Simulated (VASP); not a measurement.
# NaB2 (Fd-3m) in VASP: further runs, part 2 of 2

VASP 6.6.1. The steps go on from the part before.

## (4) Single point, PBE

This run uses another cell than the first one, of 9.36 Å³/atom.

INCAR

```
SYSTEM = NaB2
  PREC = Accurate
  ENCUT = 520
  EDIFF = 1E-6
  ISMEAR = 0
  SIGMA = 0.1
  LREAL = .False.
  LASPH = .True.
  NELM = 80
  ALGO = Normal
  ISIF = 2
  LWAVE = .False.
  LCHARG = .False.
  GGA = PE
  NBANDS = 22
```

KPOINTS

```
regular mesh
0
Gamma
  6 6 6
  0 0 0
```

POSCAR

```
NaB2
1.0
    0.0000000000      3.0400175911      3.0400175911
    3.0400175911      0.0000000000      3.0400175911
    3.0400175911      3.0400175911      0.0000000000
Na B
2 4
Direct
    0.0000000000      0.0000000000      0.0000000000
    0.2500000000      0.2500000000      0.2500000000
    0.6250000000      0.6250000000      0.6250000000
    0.1250000000      0.6250000000      0.6250000000
    0.6250000000      0.1250000000      0.6250000000
    0.6250000000      0.6250000000      0.1250000000
```

Potentials or basis: VASP PAW PBE potentials, release 64 (Na_pv, B).

Started as:

```console
cat potpaw_PBE.64/Na_pv/POTCAR potpaw_PBE.64/B/POTCAR > POTCAR
mpirun -np 1 vasp_std > vasp.out
```

OUTCAR:

```text
SYSTEM = NaB2
   PREC = Accurate
   ENCUT = 520
   EDIFF = 1E-6
   ISMEAR = 0
   LREAL = .False.
   LASPH = .True.
   NELM = 80
   ISIF = 2
   GGA = PE

 ion  position               nearest neighbor table
   1  0.000  0.000  0.000-   2 2.63   2 2.63   2 2.63   2 2.63
   2  0.250  0.250  0.250-   1 2.63   1 2.63   1 2.63   1 2.63
   3  0.625  0.625  0.625-   4 2.15   5 2.15   6 2.15   6 2.15   5 2.15   4 2.15
   4  0.125  0.625  0.625-   3 2.15   6 2.15   5 2.15   3 2.15   5 2.15   6 2.15
   5  0.625  0.125  0.625-   3 2.15   6 2.15   3 2.15   4 2.15   6 2.15   4 2.15
[... 599 lines left out ...]
  Total        0.0903469      0.0903469      0.0903469     -0.0000000      0.0000000     -0.0000000
  in kB        2.5761171      2.5761171      2.5761171     -0.0000000      0.0000000     -0.0000000
  external PRESSURE =       2.5761171 kB  Pullay stress =       0.0000000 kB

 VOLUME and BASIS-vectors are now :
 -----------------------------------------------------------------------------
  energy-cutoff  :      520.00
  volume of cell :       56.19
      direct lattice vectors                 reciprocal lattice vectors
     0.000000000  3.040017591  3.040017591    -0.164472732  0.164472732  0.164472732
     3.040017591  0.000000000  3.040017591     0.164472732 -0.164472732  0.164472732
     3.040017591  3.040017591  0.000000000     0.164472732  0.164472732 -0.164472732

 POSITION                                       TOTAL-FORCE (eV/Angst)
 -----------------------------------------------------------------------------------
      0.00000      0.00000      0.00000         0.000000      0.000000      0.000000
      1.52001      1.52001      1.52001        -0.000000     -0.000000     -0.000000
      3.80002      3.80002      3.80002        -0.000000      0.000000      0.000000
      3.80002      2.28001      2.28001        -0.000000      0.000000      0.000000
      2.28001      3.80002      2.28001        -0.000000      0.000000      0.000000
      2.28001      2.28001      3.80002        -0.000000      0.000000      0.000000
 -----------------------------------------------------------------------------------
    total drift:                               -0.000000      0.000000      0.000000

  FREE ENERGIE OF THE ION-ELECTRON SYSTEM (eV)
  ---------------------------------------------------
  free  energy   TOTEN  =       -22.5800637653 eV

  energy  without entropy=      -22.5723062210  energy(sigma->0) =      -22.57618499
```

OSZICAR:

```text
N       E                     dE             d eps       ncg     rms          rms(c)
DAV:   1     0.190809253544E+03    0.19081E+03   -0.12755E+04   728   0.137E+03
DAV:   2    -0.957762058485E+01   -0.20039E+03   -0.19193E+03   734   0.370E+02
DAV:   3    -0.227397773804E+02   -0.13162E+02   -0.12942E+02   862   0.887E+01
DAV:   4    -0.230101677783E+02   -0.27039E+00   -0.26888E+00   882   0.123E+01
DAV:   5    -0.230143601471E+02   -0.41924E-02   -0.41919E-02   814   0.149E+00    0.287E+00
DAV:   6    -0.226935897683E+02    0.32077E+00   -0.30485E-01  1034   0.473E+00    0.174E+00
DAV:   7    -0.225811167184E+02    0.11247E+00   -0.31454E-01  1070   0.416E+00    0.476E-01
DAV:   8    -0.225801965208E+02    0.92020E-03   -0.20262E-02   778   0.143E+00    0.673E-02
DAV:   9    -0.225800676904E+02    0.12883E-03   -0.99450E-04   996   0.493E-01    0.311E-02
DAV:  10    -0.225800626166E+02    0.50738E-05   -0.91909E-05   906   0.810E-02    0.912E-03
DAV:  11    -0.225800639358E+02   -0.13192E-05   -0.39908E-06   824   0.163E-02    0.131E-03
DAV:  12    -0.225800637653E+02    0.17049E-06   -0.19891E-07   526   0.317E-03
   1 F= -.22580064E+02 E0= -.22576185E+02  d E =-.775754E-02
```

Run time: 35 s. Hardware: 1 thread of Intel Xeon 8259CL, shared host; peak memory 0.17 GiB.

What came out:

```
Free energy            : -22.5801 eV
Pressure               : 0.3 GPa
Band gap on the k mesh : zero (bands 13 and 14 overlap by 4.40 eV)
```

## (5) Relaxation of cell and atoms, PBE

This run uses another cell than the first one, of 12.66 Å³/atom.

INCAR

```
SYSTEM = NaB2
PREC = Accurate
ENCUT = 600
EDIFF = 1E-6
ISMEAR = 0
SIGMA = 0.1
LREAL = .False.
LASPH = .True.
NELM = 80
ALGO = Normal
ISIF = 3
LWAVE = .False.
LCHARG = .False.
GGA = PE
IBRION = 2
NSW = 90
EDIFFG = -0.04
```

KPOINTS

```
regular mesh
0
Gamma
  4 4 4
  0 0 0
```

POSCAR

```
NaB2
1.0
    0.0000000000      3.3611235400      3.3611235400
    3.3611235400      0.0000000000      3.3611235400
    3.3611235400      3.3611235400      0.0000000000
Na B
2 4
Direct
    0.5000000000      0.5000000000      0.5000000000
    0.7500000000      0.7500000000      0.7500000000
    0.1250000000      0.1250000000      0.1250000000
    0.6250000000      0.1250000000      0.1250000000
    0.1250000000      0.6250000000      0.1250000000
    0.1250000000      0.1250000000      0.6250000000
```

Started as:

```console
cat potpaw_PBE.64/Na_pv/POTCAR potpaw_PBE.64/B/POTCAR > POTCAR
mpirun -np 1 vasp_std > vasp.out
```

It took 91 s on 1 thread of Intel Xeon 8259CL, shared host; peak memory 0.24 GiB.

It converged, with:

```yaml
Free_energy: -22.4342 eV
Relaxed_volume: 9.23 Å³/atom
Relaxed_cell: a = 4.278 Å, b = 4.278 Å, c = 4.278 Å, α = 60.00°, β = 60.00°, γ = 60.00°
Space_group_after_relaxing_to_0.1_Å: Fd-3m (No. 227)
Energy_gained_by_relaxing: 265.9 meV/atom
Ionic_steps: 4
Pressure_after_relaxing: 0.1 GPa
Band_gap_on_the_k_mesh: zero (bands 13 and 14 overlap by 4.38 eV)
```

Step by step:
| step | energy change (eV) | largest force (eV/Å) | pressure (GPa) | volume (Å³) |
| --- | --- | --- | --- | --- |
| 1 | 0.0000 | 0.0000 | -18.67 | 75.94 |
| 2 | -1.4288 | 0.0000 | -9.08 | 60.86 |
| 3 | -1.5927 | 0.0000 | -1.32 | 56.09 |
| 4 | -1.5954 | 0.0000 | 0.15 | 55.37 |

Final structure:
```
Na B
1.0
     0.00000    3.02516    3.02516
     3.02516    0.00000    3.02516
     3.02516    3.02516    0.00000
Na B
2 4
Direct
  0.50000 0.50000 0.50000
  0.75000 0.75000 0.75000
  0.12500 0.12500 0.12500
  0.62500 0.12500 0.12500
  0.12500 0.62500 0.12500
  0.12500 0.12500 0.62500
```

Levels at points of the mesh, in eV from the Fermi level:
```
           k point  band 11  band 12  band 13  band 14  band 15  band 16
(0.00, 0.00, 0.00)    -3.14    -1.62    -1.62    -1.62    -0.75    -0.75
(0.50, 0.00, 0.00)    -3.72    -2.28    -2.28     2.63     2.63     3.74
(0.50, 0.50, 0.00)    -3.87    -3.87     2.77     2.77     2.88     2.88
```

Caveat: the k points lie up to 0.45 Å⁻¹ apart in the final cell, too coarse for converged energies and pressures of a metal; the volume moved by over 15 % at a fixed basis, so the end points are rough.

## (6) Summary

```csv
task,cell,k mesh,cutoff (eV),gap on the mesh (eV),pressure (GPa)
single point,"a = 4.275 Å, angles 60.0°, 6 atoms",4 × 4 × 4,520,none,0.4
single point,"a = 4.753 Å, angles 60.0°, 6 atoms",4 × 4 × 4,520,none,-18.7
single point,"a = 4.299 Å, angles 60.0°, 6 atoms",6 × 6 × 6,520,none,0.3
relaxation of cell and atoms,"relaxed from a = 4.753 Å, angles 60.0°, 6 atoms",4 × 4 × 4,600,none,0.1
```

Alike in all rows: level PBE; potentials or basis VASP PAW PBE potentials, release 64 (Na_pv, B); no spin polarisation; smearing gaussian 0.1 eV.

Caveats: some runs use coarse meshes; the volume moved by over 15 % at a fixed basis, so the end points are rough (at least some runs).

Absolute energies hang on the potentials; compare differences alone.
